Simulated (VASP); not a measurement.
Here is a VASP 6.6.1 calculation.

INCAR

```
ALGO = Normal
EDIFF = 1E-6
ENCUT = 520
GGA = PE
ISIF = 2
ISMEAR = -1
LASPH = T
LCHARG = F
LREAL = F
LWAVE = F
NBANDS = 11
NELM = 60
PREC = Accurate
SIGMA = 0.1
```

File KPOINTS:

```
k-points
0
Gamma
  13 13 13
```

Contents of POSCAR:

```
Pt
1.0
    0.0000000000      1.9860260351      1.9860260351
    1.9860260351      0.0000000000      1.9860260351
    1.9860260351      1.9860260351      0.0000000000
Pt
1
Direct
    0.0000000000      0.0000000000      0.0000000000
```

Potentials or basis: VASP PAW PBE potentials, release 64 (Pt).

Launch:

```bash
$ cat potpaw_PBE.64/Pt/POTCAR > POTCAR
$ mpirun -np 1 vasp_std > vasp.out
```

Q: Predict the band gap on the k mesh.

A: Zero (band 5 reaches 10.93 eV, above the bottom of band 6 at 8.90 eV).

Q: Predict the pressure.

A: -0.5 GPa.

Caveat: spin-orbit coupling is left out, which moves the levels of the heavy elements.
